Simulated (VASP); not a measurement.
A run of VASP 6.6.1:

Contents of INCAR:

```
  PREC = Accurate
  ENCUT = 520
  EDIFF = 1E-6
  ISMEAR = -1
  SIGMA = 0.0369
  LREAL = False
  LASPH = True
  NELM = 100
  ALGO = Normal
  ISIF = 2
  LWAVE = False
  LCHARG = False
  GGA = PE
  NBANDS = 24
  ISYM = 0
```

The input KPOINTS:

```
Automatic mesh
0
Gamma
  5 5 5
  0.5 0.5 0.5
```

Contents of POSCAR:

```
Cd2Cu
1.0
    0.0000000000      3.4641770000      0.0000000000
    3.4641770000      0.0000000000      0.0000000000
    1.7320890000      1.7320890000     -6.0148720000
Cu Cd
1 2
Direct
    0.0000000000      0.0000000000      0.0000000000
    0.3400000000      0.3400000000      0.3200000000
    0.6600000000      0.6600000000      0.6800000000
```

Potentials or basis: VASP PAW PBE potentials, release 64 (Cu, Cd).

Command:

```bash
$ cat potpaw_PBE.64/Cu/POTCAR potpaw_PBE.64/Cd/POTCAR > POTCAR
$ mpirun -np 1 vasp_std > vasp.out
```

Hardware: 1 thread of AMD EPYC 9R14 (Zen 4) (shared host).

**Question.** How long does it take, and how much memory?

**Answer.** Run time: 110 s on 1 thread of AMD EPYC 9R14 (Zen 4) (shared host), peak memory 0.3 GiB. Counts: scf iterations 13, k points 126.
